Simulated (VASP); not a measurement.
# HfGa2As2 (P6mm) in VASP: notebook

HfGa2As2 is run at these levels: PBE; tasks: relaxation of cell and atoms, single point.

All numbers are computed with VASP 6.6.1; they aren't measurements. Logs are shortened: lines on timing, memory, paths and dates and some standing lists are left out, and cuts for length are marked.

**1. The cell of the first run**

It takes space group P6mm (No. 183, hexagonal). Conventional cell: a = 4.212 Å, b = 4.212 Å, c = 7.911 Å, α = 90.00°, β = 90.00°, γ = 120.00°. Within 3.4 Å of Hf (site symmetry 6mm) lie 6 Ga at 2.59 Å and 6 As at 2.76 Å. Ga (site symmetry 3m) has 1 As at 2.18 Å and 3 Ga at 2.43 Å and 3 Hf at 2.59 Å within 2.9 Å. Within 2.9 Å of As (site symmetry 3m) lie 1 Ga at 2.18 Å and 3 As at 2.43 Å and 3 Hf at 2.76 Å.

The cell was generated, and may not be a known phase.

**2. Relaxation of cell and atoms, PBE**

INCAR

```
PREC = Accurate ; ENCUT = 600
EDIFF = 1E-6 ; ISMEAR = 0
SIGMA = 0.1 ; LREAL = False
LASPH = True ; NELM = 100
ALGO = Fast ; ISIF = 3
LWAVE = False ; LCHARG = False
GGA = PE ; IBRION = 2
NSW = 90 ; EDIFFG = -0.04
```

KPOINTS

```
regular mesh
0
Gamma
  6 6 2
```

POSCAR

```
HfGa2As2
1.0
    4.2122186800      0.0000000000      0.0000000000
   -2.1061093400      3.6478883800      0.0000000000
    0.0000000000      0.0000000000      7.9112628700
Hf Ga As
1 2 2
Direct
    0.0000000000      0.0000000000      0.0357538600
    0.3333333300      0.6666666700      0.9235414800
    0.6666666700      0.3333333300      0.9235414800
    0.3333333300      0.6666666700      0.1993977700
    0.6666666700      0.3333333300      0.1993977700
```

Potentials or basis: VASP PAW PBE potentials, release 64 (Hf_pv, Ga_d, As).

The run is started by

```sh
$ cat potpaw_PBE.64/Hf_pv/POTCAR potpaw_PBE.64/Ga_d/POTCAR potpaw_PBE.64/As/POTCAR > POTCAR
$ mpirun -np 1 vasp_std > vasp.out
```

OUTCAR:

```text
PREC = Accurate
   ENCUT = 600
   EDIFF = 1E-6
   ISMEAR = 0
   LREAL = False
   LASPH = True
   NELM = 100
   ISIF = 3
   GGA = PE
   IBRION = 2
   NSW = 90
   EDIFFG = -0.04

 ion  position               nearest neighbor table
   1  0.000  0.000  0.036-   2 2.59   3 2.59   2 2.59   3 2.59   3 2.59   2 2.59   4 2.76   5 2.76
                             5 2.76   4 2.76   5 2.76   4 2.76
   2  0.333  0.667  0.924-   4 2.18   3 2.43   3 2.43   3 2.43   1 2.59   1 2.59   1 2.59
   3  0.667  0.333  0.924-   5 2.18   2 2.43   2 2.43   2 2.43   1 2.59   1 2.59   1 2.59
   4  0.333  0.667  0.199-   2 2.18   5 2.43   5 2.43   5 2.43   1 2.76   1 2.76   1 2.76
   5  0.667  0.333  0.199-   3 2.18   4 2.43   4 2.43   4 2.43   1 2.76   1 2.76   1 2.76

  LATTYP: Found a hexagonal cell.
 ALAT       =     4.2122186800
 C/A-ratio  =     1.8781700265

  Lattice vectors:

 A1 = (   4.2122186800,   0.0000000000,   0.0000000000)
 A2 = (  -2.1061093400,   3.6478883800,   0.0000000000)
 A3 = (   0.0000000000,   0.0000000000,   7.9112628700)

Analysis of symmetry for initial positions (statically):
=====================================================================
 Subroutine PRICEL returns:
 Original cell was already a primitive cell.

 Routine SETGRP: Setting up the symmetry group for a
 hexagonal supercell.

 Subroutine GETGRP returns: Found 12 space group operations
 (whereof 12 operations were pure point group operations)
 out of a pool of 24 trial point group operations.

The static configuration has the point symmetry C_6v.

Analysis of symmetry for dynamics (positions and initial velocities):
=====================================================================
 Subroutine PRICEL returns:
 Original cell was already a primitive cell.

 Routine SETGRP: Setting up the symmetry group for a
 hexagonal supercell.

 Subroutine GETGRP returns: Found 12 space group operations
 (whereof 12 operations were pure point group operations)
 out of a pool of 24 trial point group operations.

The dynamic configuration has the point symmetry C_6v.

 Subroutine INISYM returns: Found 12 space group operations
 (whereof 12 operations are pure point group operations),
 and found     1 'primitive' translations

----------------------------------------------------------------------------------------

                                     Primitive cell

  volume of cell :     121.5621

  direct lattice vectors                    reciprocal lattice vectors
     4.212218680  0.000000000  0.000000000     0.237404578  0.137065597  0.000000000
    -2.106109340  3.647888380  0.000000000     0.000000000  0.274131195  0.000000000
     0.000000000  0.000000000  7.911262870     0.000000000  0.000000000  0.126402070

  length of vectors
     4.212218680  4.212218677  7.911262870     0.274131195  0.274131195  0.126402070

  position of ions in fractional coordinates (direct lattice)
     0.000000000  0.000000000  0.035753860
     0.333333330  0.666666670  0.923541480
     0.666666670  0.333333330  0.923541480
     0.333333330  0.666666670  0.199397770
     0.666666670  0.333333330  0.199397770

  ion indices of the primitive-cell ions
   primitive index   ion index
                 1           1
                 2           2
                 3           3
                 4           4
                 5           5

----------------------------------------------------------------------------------------

 KPOINTS: regular mesh

Automatic generation of k-mesh.
 Grid dimensions read from file:
 generate k-points for:    6    6    2

 Generating k-lattice:

  Cartesian coordinates                     Fractional coordinates (reciprocal lattice)
     0.039567430  0.022844266  0.000000000     0.166666667  0.000000000  0.000000000
     0.000000000  0.045688532  0.000000000     0.000000000  0.166666667  0.000000000
     0.000000000  0.000000000  0.063201035     0.000000000  0.000000000  0.500000000

  Length of vectors
     0.045688532  0.045688532  0.063201035

  Shift w.r.t. Gamma in fractional coordinates (k-lattice)
     0.000000000  0.000000000  0.000000000

 Subroutine IBZKPT returns following result:
 ===========================================

 Found     14 irreducible k-points:

 Following reciprocal coordinates:
            Coordinates               Weight
  0.000000  0.000000  0.000000      1.000000
  0.166667  0.000000  0.000000      6.000000
  0.333333  0.000000  0.000000      6.000000
  0.500000 -0.000000  0.000000      3.000000
  0.166667  0.166667  0.000000      6.000000
  0.333333  0.166667  0.000000     12.000000
  0.333333  0.333333  0.000000      2.000000
  0.000000  0.000000  0.500000      1.000000
  0.166667  0.000000  0.500000      6.000000
  0.333333  0.000000  0.500000      6.000000
  0.500000 -0.000000  0.500000      3.000000
  0.166667  0.166667  0.500000      6.000000
  0.333333  0.166667  0.500000     12.000000
  0.333333  0.333333  0.500000      2.000000
   k-points           NKPTS =     14   k-points in BZ     NKDIM =     14   number of bands    NBANDS=     27
   number of dos      NEDOS =    301   number of ions     NIONS =      5
   total plane-waves  NPLWV =  82944
   dimension x,y,z NGX =    36 NGY =   36 NGZ =   64
   dimension x,y,z NGXF=    72 NGYF=   72 NGZF=  128
   ions per type =               1   2   2
   NGX,Y,Z   is equivalent  to a cutoff of  14.21, 14.21, 13.45 a.u.
   NGXF,Y,Z  is equivalent  to a cutoff of  28.42, 28.42, 26.90 a.u.
 SYSTEM =  unknown system
   PREC   = accura    normal or accurate (medium, high low for compatibility)
   ISTART =      0    job   : 0-new  1-cont  2-samecut
   ICHARG =      2    charge: 1-file 2-atom 10-const
   ISPIN  =      1    spin polarized calculation?
   LNONCOLLINEAR =      F non collinear calculations
   LSORBIT =      F    spin-orbit coupling
   LASPH  =      T    aspherical Exc in radial PAW
   ENCUT  =  600.0 eV  44.10 Ry    6.64 a.u.   8.41  8.41 15.80*2*pi/ulx,y,z
   NELM   =    100;   NELMIN=  2; NELMDL= -5     # of ELM steps
   EDIFF  = 0.1E-05   stopping-criterion for ELM
   LREAL  =      F    real-space projection
   EDIFFG = -.4E-01   stopping-criterion for IOM
   NSW    =     90    number of steps for IOM
   IBRION =      2    ionic relax: 0-MD 1-quasi-New 2-CG
   NFREE  =      1    steps in history (QN), initial steepest desc. (CG)
   ISIF   =      3    stress and relaxation
   ISYM   =      2    0-nonsym 1-usesym 2-fastsym
   POTIM  = 0.5000    time-step for ionic-motion
   TEBEG  =    0.0;   TEEND  =   0.0 temperature during run
   PSTRESS=    0.0 pullay stress
   NELECT =      46.0000    total number of electrons
   NUPDOWN=      -1.0000    fix difference up-down
   EMIN   =  10.00;   EMAX   =-10.00  energy-range for DOS
   EFERMI =   0.00;   METHOD = LEGACY
   ISMEAR =     0;   SIGMA  =   0.10  broadening in eV -4-tet -1-fermi 0-gaus
   EFERMI_NEDOS =   21; number of points for ismear=-14 and -15
   IALGO  =     68    algorithm
   IMIX   =      4    mixing-type and parameters
     AMIX     =   0.40;   BMIX     =  1.00
     AMIX_MAG =   1.60;   BMIX_MAG =  1.00
  volume/ion in A,a.u.               =      24.31       164.07
  Fermi-wavevector in a.u.,A,eV,Ry     =   1.184117  2.237657 19.077185  1.402134
  Thomas-Fermi vector in A             =   2.320338
   LORBIT       =      0    0 simple, 1 ext, 2 COOP (PROOUT), +10 PAW based schemes
   GGA     = PE    functional components
   LHFCALC =     F    Hartree Fock is set to
   AEXX    =    0.0000 exact exchange contribution
   IVDW    =     0    specifies the selected vdW correction
   LEPSILON=     F    determine dielectric tensor
   LRPA    =     F    only Hartree local field effects (RPA)
 conjugate gradient relaxation of ions
 non-spin polarized calculation
 RMM-DIIS sequential band-by-band and
 Gauss-broadening in eV      SIGMA  =   0.10
  energy-cutoff  :      600.00
  volume of cell :      121.56
 maximum number of plane-waves:      4082
 NGX is ok and might be reduce to    36
   NGX = 17   NGY = 17   NGZ = 31

--------------------------------------- Ionic step        1  -------------------------------------------

 number of electron      46.0000011 magnetization

 Free energy of the ion-electron system (eV)
  ---------------------------------------------------
  ext. energy  EPLUGINS =         0.00000000
  ---------------------------------------------------
  free energy    TOTEN  =       -20.30555605 eV

  energy without entropy =      -20.29268661  energy(sigma->0) =      -20.29912133

------------------------ aborting loop because EDIFF is reached ----------------------------------------

  FORCE on cell =-STRESS in cart. coord.  units (eV):
  Direction    XX          YY          ZZ          XY          YZ          ZX
  --------------------------------------------------------------------------------------
  -------------------------------------------------------------------------------------
  Total       27.6051192     27.6051192     23.5126422      0.0000000     -0.0000000     -0.0000000
  in kB      363.8328795    363.8328789    309.8944169      0.0000000     -0.0000000     -0.0000000
  external PRESSURE =     345.8533918 kB  Pullay stress =       0.0000000 kB
[... 26 lines left out ...]
--------------------------------------- Ionic step        2  -------------------------------------------

 number of electron      46.0000032 magnetization

 E-fermi :  -0.1449     XC(G=0):  -6.5287

 val. band max:       -0.2382923120   @ k =   0.3333   0.0000   0.5000
 cond. band min:       0.1057410514   @ k =   0.1667   0.1667   0.0000
 fundamental gap:      0.3440333634
 Fermi energy:        -0.1449452206

 k-point     1 :       0.0000    0.0000    0.0000
  band No.  band energies     occupation
      1     -32.7683      2.00000
      2     -32.6075      2.00000
      3     -32.6075      2.00000
      4     -14.8360      2.00000
      5     -14.8014      2.00000
      6     -14.8014      2.00000
[... 480 lines left out ...]
  FREE ENERGIE OF THE ION-ELECTRON SYSTEM (eV)
  ---------------------------------------------------
  free  energy   TOTEN  =       -24.5353815350 eV

  energy  without entropy=      -24.5108379616  energy(sigma->0) =      -24.52310975

[... ionic steps 4 to 9 ...]

--------------------------------------- Ionic step       10  -------------------------------------------

 number of electron      46.0000006 magnetization

------------------------ aborting loop because EDIFF is reached ----------------------------------------
[... 73 lines left out ...]
--------------------------------------- Ionic step       12  -------------------------------------------

 number of electron      46.0000008 magnetization

 Free energy of the ion-electron system (eV)
  ---------------------------------------------------
  ext. energy  EPLUGINS =         0.00000000
  ---------------------------------------------------
  free energy    TOTEN  =       -24.75593824 eV

  energy without entropy =      -24.73348617  energy(sigma->0) =      -24.74471221

 E-fermi :   2.1658     XC(G=0):  -7.7461

 val. band max:        2.1587239525   @ k =   0.3333   0.0000   0.5000
 cond. band min:       2.2079037961   @ k =   0.3333   0.0000   0.0000
 fundamental gap:      0.0491798436
 Fermi energy:         2.1657887285

 k-point     1 :       0.0000    0.0000    0.0000
  band No.  band energies     occupation
      1     -29.5740      2.00000
      2     -29.2736      2.00000
      3     -29.2736      2.00000
      4     -13.0839      2.00000
      5     -12.9708      2.00000
      6     -12.9708      2.00000
[... 441 lines left out ...]
  FREE ENERGIE OF THE ION-ELECTRON SYSTEM (eV)
  ---------------------------------------------------
  free  energy   TOTEN  =       -24.7559382445 eV

  energy  without entropy=      -24.7334861741  energy(sigma->0) =      -24.74471221

 reached required accuracy - stopping structural energy minimisation
```

It took 24 min on 1 thread of Oxide Virtual Turin-like, shared host; peak memory 0.3 GiB.

What came out:

| Property | Result |
| --- | --- |
| Free energy | -24.7559 eV |
| Relaxed cell | a = 4.657 Å, b = 4.657 Å, c = 8.468 Å, α = 90.00°, β = 90.00°, γ = 120.00° |
| Space group after relaxing (to 0.1 Å) | P6mm (No. 183) |
| Energy gained by relaxing | 890.1 meV/atom |
| Ionic steps | 12 |
| Pressure after relaxing | -0.1 GPa |
| Largest force after relaxing | 0.026 eV/Å |
| Band gap on the k mesh | zero (bands 23 and 24 overlap by 0.40 eV) |

Forces in eV/Å, atoms in the order of the input:
```
Hf   0.000  0.000  0.026
Ga   0.000  0.000 -0.013
Ga   0.000  0.000 -0.013
As   0.000  0.000  0.000
As   0.000  0.000  0.000
```

Stress tensor (GPa, compression positive):
```
-0.14  0.00  0.00
 0.00 -0.14  0.00
 0.00  0.00 -0.04
```

Step by step:
```csv
step,energy change (eV),largest force (eV/Å),pressure (GPa),volume (Å³)
1,0.0000,6.0697,34.59,121.56
2,-0.6497,1.4849,-8.07,239.17
3,-4.2298,1.0765,-1.72,165.29
4,-4.2592,1.1396,-0.85,162.43
5,-4.2690,1.2004,0.06,159.70
6,-4.3608,0.8848,-0.42,160.41
7,-4.3875,0.6006,-0.70,160.92
8,-4.4282,0.3568,0.31,157.92
9,-4.4334,0.2584,0.85,156.48
10,-4.4501,0.0267,0.02,158.70
11,-4.4501,0.0396,0.11,158.62
12,-4.4504,0.0264,-0.11,159.08
```

Final structure:
```
CELL_PARAMETERS angstrom
4.65745 0.00000 0.00000
-2.32873 4.03347 0.00000
0.00000 0.00000 8.46797
ATOMIC_POSITIONS crystal
Hf 0.00000 0.00000 0.06649
Ga 0.33333 0.66667 0.89992
Ga 0.66667 0.33333 0.89992
As 0.33333 0.66667 0.20765
As 0.66667 0.33333 0.20765
```

Levels at points of the mesh, in eV from the Fermi level:
```csv
k point,band 21,band 22,band 23,band 24,band 25,band 26
"(0.00, 0.00, 0.00)",-1.18,-1.18,-0.40,-0.40,0.95,0.95
"(0.50, 0.00, 0.00)",-2.14,-1.63,-0.10,0.58,1.11,1.15
"(0.00, 0.00, 0.50)",-1.18,-1.18,-0.41,-0.41,0.62,0.96
"(0.50, 0.00, 0.50)",-2.15,-1.56,-0.10,0.58,0.94,1.16
```

Caveat: the k points lie up to 0.37 Å⁻¹ apart in the final cell; the volume moved by over 15 % at a fixed basis, so the end points are rough; the relaxation moved the vacuum too, so the length across it says nothing of the material; spin-orbit coupling is left out, which moves the levels of the heavy elements.

**3. Relaxation of cell and atoms, PBE**

This run uses another cell than the first one, of 20.33 Å³/atom.

INCAR

```
PREC = Accurate
ENCUT = 600
EDIFF = 1E-6
ISMEAR = 0
SIGMA = 0.1
LREAL = False
LASPH = True
NELM = 60
ALGO = Fast
ISIF = 3
LWAVE = False
LCHARG = False
GGA = PE
IBRION = 2
NSW = 90
EDIFFG = -0.04
```

KPOINTS

```
regular mesh
0
Gamma
  6 6 4
```

POSCAR

```
HfGa2As2
1.0
    4.6573853147      0.0000000000      0.0000000000
   -2.3286926573      4.0334139977      0.0000000000
    0.0000000000      0.0000000000      5.4103091839
Hf Ga As
1 2 2
Direct
    0.0000000000      0.0000000000      0.0899406387
    0.3333333333      0.6666666667      0.7885342890
    0.6666666667      0.3333333333      0.7885342890
    0.3333333333      0.6666666667      0.3073115717
    0.6666666667      0.3333333333      0.3073115717
```

Potentials or basis: VASP PAW PBE potentials, release 64 (Hf_pv, Ga_d, As).

The run is started by

```sh
$ cat potpaw_PBE.64/Hf_pv/POTCAR potpaw_PBE.64/Ga_d/POTCAR potpaw_PBE.64/As/POTCAR > POTCAR
$ mpirun -np 1 vasp_std > vasp.out
```

It took 19 min on 1 thread of Oxide Virtual Turin-like, shared host; peak memory 0.28 GiB.

It converged, with:

```yaml
Free_energy: -25.4663 eV
Relaxed_volume: 20.23 Å³/atom
Relaxed_cell: a = 4.575 Å, b = 4.575 Å, c = 5.581 Å, α = 90.00°, β = 90.00°, γ = 120.00°
Space_group_after_relaxing_to_0.1_Å: P6mm (No. 183)
Energy_gained_by_relaxing: 5.8 meV/atom
Ionic_steps: 14
Pressure_after_relaxing: -0.2 GPa
Largest_force_after_relaxing: 0.031 eV/Å
Band_gap_on_the_k_mesh: zero (bands 23 and 24 overlap by 1.29 eV)
```

Forces on the atoms (eV/Å):
```
Hf   0.000  0.000 -0.006
Ga   0.000  0.000 -0.028
Ga   0.000  0.000 -0.028
As   0.000  0.000  0.031
As   0.000  0.000  0.031
```

The path:
```csv
step,energy change (eV),largest force (eV/Å),pressure (GPa),volume (Å³)
1,0.0000,0.1081,-0.63,101.63
2,-0.0095,0.0677,0.45,100.46
3,-0.0096,0.0617,0.40,100.53
4,-0.0110,0.0675,-0.04,101.10
5,-0.0111,0.0723,-0.16,101.29
6,-0.0122,0.0934,-0.13,101.22
7,-0.0186,0.1642,-0.02,101.03
8,-0.0266,0.1075,0.38,100.63
9,-0.0269,0.1147,0.30,100.70
10,-0.0273,0.1010,0.27,100.74
11,-0.0277,0.0802,0.21,100.80
12,-0.0281,0.0711,0.08,100.86
13,-0.0286,0.0582,0.02,100.96
14,-0.0291,0.0308,-0.18,101.16
```

Final structure:
```yaml
crystal:
  lattice:
    - [4.57508, 0.00000, 0.00000]
    - [-2.28754, 3.96213, 0.00000]
    - [0.00000, 0.00000, 5.58082]
  atoms:
    - { symbol: Hf, position: [0.00000, 0.00000, 0.07979] }
    - { symbol: Ga, position: [0.33333, 0.66667, 0.78965] }
    - { symbol: Ga, position: [0.66667, 0.33333, 0.78965] }
    - { symbol: As, position: [0.33333, 0.66667, 0.31127] }
    - { symbol: As, position: [0.66667, 0.33333, 0.31127] }
```

Levels at points of the mesh, in eV from the Fermi level:
```
           k point  band 21  band 22  band 23  band 24  band 25  band 26
(0.00, 0.00, 0.00)    -1.25    -0.68     0.18     0.18     0.26     0.76
(0.50, 0.00, 0.00)    -3.62    -1.89     0.11     0.62     1.32     1.93
(0.00, 0.00, 0.50)    -1.47    -1.47    -1.10    -1.10    -0.61     1.66
(0.50, 0.00, 0.50)    -1.17    -1.16     0.19     0.77     0.81     1.87
```

Caveat: spin-orbit coupling is left out, which moves the levels of the heavy elements.

(Part 1 of 2 ends here.)

The gap in the log of VASP goes by the Fermi energy; the results here count the filled bands.